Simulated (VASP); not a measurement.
Runs of VASP 6.6.1 on SnSe2. The structure is that of space group P-3m1 (No. 164), or close to it. The cells are those of the table. 

| task | level | potentials or basis | cell | k mesh | cutoff (eV) | smearing | gap on the mesh (eV) | pressure (GPa) | largest force (eV/Å) |
| --- | --- | --- | --- | --- | --- | --- | --- | --- | --- |
| single point | PBE+D3(BJ) | VASP PAW PBE potentials, release 64 (Sn_d, Se) | a = 3.809, b = 3.809, c = 6.142 Å, angles 90.0, 90.0, 120.0°, 3 atoms | 6 × 6 × 4 | 520 | gaussian 0.1 eV | 0.83 | 3.1 | (c) |
| single point | PBE+D3(BJ) | VASP PAW PBE potentials, release 64 (Sn_d, Se) | a = 3.840, b = 3.840, c = 6.025 Å, angles 90.0, 90.0, 120.0°, 3 atoms | 6 × 6 × 4 | 520 | gaussian 0.1 eV | 0.64 | 0.0 | - |
| single point | LDA | VASP PAW LDA potentials, release 64 (Sn_d, Se) | a = 3.840, b = 3.840, c = 6.010 Å, angles 90.0, 90.0, 120.0°, 3 atoms | 12 × 12 × 6 | 520 | gaussian 0.02 eV | (b) | -2.2 | 0.21 |
| relaxation of cell and atoms | PBE+D3(BJ) | VASP PAW PBE potentials, release 64 (Sn_d, Se) | relaxed from a = 3.809, b = 3.809, c = 6.142 Å, angles 90.0, 90.0, 120.0°, 3 atoms | 6 × 6 × 4 | 600 | gaussian 0.1 eV | 0.63 | 0.0 | - |
| single point | PBE+D3(BJ) | VASP PAW PBE potentials, release 64 (Sn_d, Se) | a = 3.840, b = 3.840, c = 6.010 Å, angles 90.0, 90.0, 120.0°, 3 atoms | 9 × 9 × 6 | 520 | gaussian 0.02 eV | (a) | 0.1 | 0.01 |

Alike in all rows: no spin polarisation.

Question: Fill in the values left out.

Answer: (a) 0.38; (b) 0.22; (c) 0.73.

Caveats: spin-orbit coupling is left out, which moves the levels of the heavy elements; the relaxation stopped at a loose force limit of 0.05 eV/Å, so its end isn't a converged minimum (some runs).

A k mesh can miss the band edges, and the runs leave out spin-orbit coupling on Se, Sn.
